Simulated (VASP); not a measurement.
# WC in VASP: single point with PBE+D3(BJ)

Aim: the single point of WC with PBE+D3(BJ).

Everything below comes from runs of VASP 6.6.1. Logs are shortened: lines on timing, memory, paths and dates and some standing lists are left out, and cuts for length are marked.

### 1 The cell of the first run

The cell holds a slab with vacuum, 24 atoms: a = 5.665 Å, b = 5.804 Å, c = 21.864 Å, α = 90.00°, β = 90.00°, γ = 90.00°.

### 2 Single point, PBE+D3(BJ)

INCAR reads:

```
SYSTEM = WC
PREC     = Accurate       ! precision mode
ENCUT    = 520            ! plane-wave cutoff, eV
EDIFF    = 1E-6           ! SCF threshold, eV
ISMEAR   = 0              ! smearing method
SIGMA    = 0.1            ! smearing width, eV
LREAL    = Auto         
LASPH    = .TRUE.         ! aspherical terms in the spheres
NELM     = 80             ! most SCF steps
ALGO     = Normal         ! electronic algorithm
ISIF     = 2              ! what is computed and relaxed
LWAVE    = .FALSE.        ! write WAVECAR
LCHARG   = .FALSE.        ! write CHGCAR
LDIPOL   = .TRUE.       
IDIPOL   = 3            
DIPOL    = 0.5 0.5 0.500
GGA      = PE             ! functional
IVDW     = 12             ! dispersion correction
NBANDS   = 126            ! bands
```

KPOINTS reads:

```
regular mesh
0
G
  4 3 1
  0 0 0
```

POSCAR reads:

```
WC
1.0
    5.6653313018      0.0000000000      0.0000000000
    0.0000000000      5.8038113749      0.0000000000
    0.0000000000      0.0000000000     21.8639561044
C W
12 12
Direct
    0.2500000000      0.0000000000      0.3658990149
    0.2500000000      0.5000000000      0.3658990149
    0.7500000000      0.0000000000      0.3658990149
    0.7500000000      0.5000000000      0.3658990149
    0.2500000000      0.7500000000      0.4808427164
    0.2500000000      0.2500000000      0.4808427164
    0.7500000000      0.7500000000      0.4808427164
    0.7500000000      0.2500000000      0.4808427164
    0.2500000000      0.5000000000      0.5970747799
    0.2500000000      0.0000000000      0.5970747799
    0.7500000000      0.5000000000      0.5970747799
    0.7500000000      0.0000000000      0.5970747799
    0.0000000000      0.7500000000      0.4042135821
    0.0000000000      0.2500000000      0.4042135821
    0.5000000000      0.7500000000      0.4042135821
    0.5000000000      0.2500000000      0.4042135821
    0.0000000000      0.5000000000      0.5196321680
    0.0000000000      0.0000000000      0.5196321680
    0.5000000000      0.5000000000      0.5196321680
    0.5000000000      0.0000000000      0.5196321680
    0.0000000000      0.2500000000      0.6327955084
    0.0000000000      0.7500000000      0.6327955084
    0.5000000000      0.2500000000      0.6327955084
    0.5000000000      0.7500000000      0.6327955084
```

Potentials or basis: VASP PAW PBE potentials, release 64 (C, W_sv).

Launch:

```console
$ cat potpaw_PBE.64/C/POTCAR potpaw_PBE.64/W_sv/POTCAR > POTCAR
$ mpirun -np 1 vasp_std > vasp.out
```

OUTCAR:

```text
SYSTEM = WC
   PREC = Accurate
   ENCUT = 520
   EDIFF = 1E-6
   ISMEAR = 0
   LREAL = Auto
   LASPH = .TRUE.
   NELM = 80
   ISIF = 2
   GGA = PE
   IVDW = 12
 IVDW          = 12

 ion  position               nearest neighbor table
   1  0.250  0.000  0.366-  13 2.19  14 2.19  15 2.19  16 2.19
   2  0.250  0.500  0.366-  13 2.19  14 2.19  15 2.19  16 2.19
   3  0.750  0.000  0.366-  13 2.19  14 2.19  15 2.19  16 2.19
   4  0.750  0.500  0.366-  13 2.19  14 2.19  15 2.19  16 2.19
   5  0.250  0.750  0.481-  13 2.19  15 2.19  17 2.20  18 2.20  19 2.20  20 2.20
   6  0.250  0.250  0.481-  14 2.19  16 2.19  17 2.20  18 2.20  19 2.20  20 2.20
   7  0.750  0.750  0.481-  13 2.19  15 2.19  17 2.20  18 2.20  19 2.20  20 2.20
   8  0.750  0.250  0.481-  14 2.19  16 2.19  17 2.20  18 2.20  19 2.20  20 2.20
   9  0.250  0.500  0.597-  21 2.17  22 2.17  23 2.17  24 2.17  17 2.21  19 2.21
  10  0.250  0.000  0.597-  21 2.17  22 2.17  23 2.17  24 2.17  18 2.21  20 2.21
  11  0.750  0.500  0.597-  21 2.17  22 2.17  23 2.17  24 2.17  17 2.21  19 2.21
  12  0.750  0.000  0.597-  21 2.17  22 2.17  23 2.17  24 2.17  18 2.21  20 2.21
  13  0.000  0.750  0.404-   5 2.19   7 2.19   3 2.19   4 2.19   1 2.19   2 2.19  15 2.83  15 2.83
                            14 2.90  14 2.90  17 2.91  18 2.91
  14  0.000  0.250  0.404-   6 2.19   8 2.19   3 2.19   4 2.19   1 2.19   2 2.19  16 2.83  16 2.83
                            13 2.90  13 2.90  17 2.91  18 2.91
  15  0.500  0.750  0.404-   5 2.19   7 2.19   3 2.19   4 2.19   1 2.19   2 2.19  13 2.83  13 2.83
[... 27 lines left out ...]
 A1 = (   5.6653313018,   0.0000000000,   0.0000000000)
 A2 = (   0.0000000000,   5.8038113749,   0.0000000000)
 A3 = (   0.0000000000,   0.0000000000,  21.8639561044)

Analysis of symmetry for initial positions (statically):
=====================================================================
 Subroutine PRICEL returns following result:

  LATTYP: Found a simple orthorhombic cell.
 ALAT       =     2.8326656509
 B/A-ratio  =     1.0244434201
 C/A-ratio  =     7.7185092767

  Lattice vectors:

 A1 = (   2.8326656509,   0.0000000000,   0.0000000000)
 A2 = (   0.0000000000,   2.9019056875,   0.0000000000)
 A3 = (   0.0000000000,   0.0000000000,  21.8639561044)

   4 primitive cells build up your supercell.

 Routine SETGRP: Setting up the symmetry group for a
 simple orthorhombic supercell.

 Subroutine GETGRP returns: Found  4 space group operations
 (whereof  4 operations were pure point group operations)
 out of a pool of  8 trial point group operations.

The static configuration has the point symmetry C_2v.

Analysis of symmetry for dynamics (positions and initial velocities):
=====================================================================
 Subroutine PRICEL returns following result:

  LATTYP: Found a simple orthorhombic cell.
[... 126 lines left out ...]
   IMIX   =      4    mixing-type and parameters
     AMIX     =   0.40;   BMIX     =  1.00
     AMIX_MAG =   1.60;   BMIX_MAG =  1.00
  volume/ion in A,a.u.               =      29.95       202.14
  Fermi-wavevector in a.u.,A,eV,Ry     =   1.096487  2.072061 16.358074  1.202285
  Thomas-Fermi vector in A             =   2.232830
   LORBIT       =      0    0 simple, 1 ext, 2 COOP (PROOUT), +10 PAW based schemes
   GGA     = PE    functional components
   LHFCALC =     F    Hartree Fock is set to
   AEXX    =    0.0000 exact exchange contribution
   IVDW    =    12    specifies the selected vdW correction
   LEPSILON=     F    determine dielectric tensor
   LRPA    =     F    only Hartree local field effects (RPA)
 non-spin polarized calculation
 Gauss-broadening in eV      SIGMA  =   0.10
  energy-cutoff  :      520.00
  volume of cell :      718.90
 maximum number of plane-waves:     19375
   NGX = 21   NGY = 21   NGZ = 81

 dipolmoment           0.000000      0.000000      1.085827 electrons x Angstroem

 number of electron     215.9999999 magnetization

 dipolmoment           0.000000      0.000000     -0.107662 electrons x Angstroem

 Free energy of the ion-electron system (eV)
  ---------------------------------------------------
  ext. energy  EPLUGINS =         0.00000000
  ---------------------------------------------------
  free energy    TOTEN  =      -253.32000543 eV

  energy without entropy =     -253.23342072  energy(sigma->0) =     -253.27671308

 E-fermi :   0.2749     XC(G=0):  -5.7267

 val. band max:        0.2712903059   @ k =   0.2500   0.3333   0.0000
 cond. band min:       0.2774377902   @ k =   0.0000   0.3333   0.0000
 fundamental gap:      0.0061474843
 Fermi energy:         0.2748992877

 k-point     1 :       0.0000    0.0000    0.0000
  band No.  band energies     occupation
      1     -73.7594      2.00000
      2     -73.7256      2.00000
      3     -73.7247      2.00000
      4     -73.7186      2.00000
      5     -73.6927      2.00000
      6     -73.6870      2.00000
[... 727 lines left out ...]
    119       2.6388      0.00000
    120       2.6388      0.00000
 [bands above 120 left out]

------------------------ aborting loop because EDIFF is reached ----------------------------------------

 vacuum level on the upper side and lower side of the slab       (xc-potential included)        -0.391         0.281

 Edisp (eV)   -7.68398

 E8    (eV) :    -3.6463

  FORCE on cell =-STRESS in cart. coord.  units (eV):
  Direction    XX          YY          ZZ          XY          YZ          ZX
  --------------------------------------------------------------------------------------
  -------------------------------------------------------------------------------------
  Total     -16.27397   -14.61827    -7.54146     0.00000     0.00000     0.00000
  in kB     -36.26910   -32.57911   -16.80733     0.00000     0.00000     0.00000
  external pressure =      -28.55 kB  Pullay stress =        0.00 kB

 VOLUME and BASIS-vectors are now :
 -----------------------------------------------------------------------------
  energy-cutoff  :      520.00
  volume of cell :      718.90
      direct lattice vectors                 reciprocal lattice vectors
     5.665331302  0.000000000  0.000000000     0.176512184  0.000000000  0.000000000
     0.000000000  5.803811375  0.000000000     0.000000000  0.172300569  0.000000000
     0.000000000  0.000000000 21.863956104     0.000000000  0.000000000  0.045737377

 POSITION                                       TOTAL-FORCE (eV/Angst)
 -----------------------------------------------------------------------------------
      1.41633      0.00000      8.00000         0.000000      0.000000      2.498845
      1.41633      2.90191      8.00000         0.000000      0.000000      2.498845
      4.24900      0.00000      8.00000         0.000000      0.000000      2.498845
      4.24900      2.90191      8.00000         0.000000     -0.000000      2.498845
      1.41633      4.35286     10.51312        -0.000000     -0.000000     -0.012132
      1.41633      1.45095     10.51312        -0.000000      0.000000     -0.012132
[... 16 lines left out ...]
      2.83267      1.45095     13.83541         0.000000      0.000000      0.054071
      2.83267      4.35286     13.83541         0.000000      0.000000      0.054071
 -----------------------------------------------------------------------------------
    total drift:                                0.000000      0.000000     -0.031849

  FREE ENERGIE OF THE ION-ELECTRON SYSTEM (eV)
  ---------------------------------------------------
  free  energy   TOTEN  =      -261.0039820522 eV

  energy  without entropy=     -260.9173973396  energy(sigma->0) =     -260.96068970

 vacuum level on the upper side and lower side of the slab         5.524         6.175
```

OSZICAR:

```text
N       E                     dE             d eps       ncg     rms          rms(c)
DAV:   1     0.258593501153E+04    0.25859E+04   -0.12802E+05  1840   0.162E+03
DAV:   2    -0.121328275060E+03   -0.27073E+04   -0.26615E+04  1740   0.487E+02
DAV:   3    -0.287521931351E+03   -0.16619E+03   -0.16258E+03  1936   0.117E+02
[... 26 lines left out ...]
DAV:  30    -0.253319973079E+03   -0.33983E-04   -0.67804E-06  1464   0.638E-03    0.387E-03
DAV:  31    -0.253319990733E+03   -0.17654E-04   -0.12659E-06  1080   0.390E-03    0.180E-03
DAV:  32    -0.253319996793E+03   -0.60599E-05   -0.33374E-07   872   0.137E-03    0.161E-03
DAV:  33    -0.253320003035E+03   -0.62423E-05   -0.68195E-07  1016   0.213E-03    0.108E-03
DAV:  34    -0.253320004781E+03   -0.17460E-05   -0.32749E-07   912   0.149E-03    0.133E-03
DAV:  35    -0.253320005431E+03   -0.65014E-06   -0.11339E-07   864   0.930E-04
   1 F= -.26100398E+03 E0= -.26096069E+03  d E =-.865847E-01
```

stdout:

```text
POSCAR found type information on POSCAR C W
 POSCAR found :  2 types and      24 ions
 scaLAPACK will be used
 LDA part: xc-table for (Slater+PW92), standard interpolation
 POSCAR, INCAR and KPOINTS ok, starting setup
 FFT: planning ... GRIDC
 FFT: planning ... GRID_SOFT
 FFT: planning ... GRID
 WAVECAR not read
 entering main loop
```

Wall time 49 min (1 thread of Intel Xeon 8259CL, shared host); peak memory 0.87 GiB.

What came out:

| Item | Value |
| --- | --- |
| Free energy | -261.0040 eV |
| Largest force | 2.542 eV/Å |
| Band gap on the k mesh | zero (bands 108 and 109 overlap by 0.68 eV) |
| Dispersion energy per atom | -0.320 eV |

Forces in eV/Å, atoms in the order of the input:
```
C    0.000  0.000  2.499
C    0.000  0.000  2.499
C    0.000  0.000  2.499
C    0.000  0.000  2.499
C    0.000  0.000 -0.012
C    0.000  0.000 -0.012
C    0.000  0.000 -0.012
C    0.000  0.000 -0.012
C    0.000  0.000  0.000
C    0.000  0.000  0.000
C    0.000  0.000  0.000
C    0.000  0.000  0.000
W    0.000  0.000 -2.542
W    0.000  0.000 -2.542
W    0.000  0.000 -2.542
W    0.000  0.000 -2.542
W    0.000  0.000  0.001
W    0.000  0.000  0.001
W    0.000  0.000  0.001
W    0.000  0.000  0.001
W    0.000  0.000  0.054
W    0.000  0.000  0.054
W    0.000  0.000  0.054
W    0.000  0.000  0.054
```

Caveat: the k points lie up to 0.36 Å⁻¹ apart, too coarse for converged energies and pressures of a metal; spin-orbit coupling is left out, which moves the levels of the heavy elements.
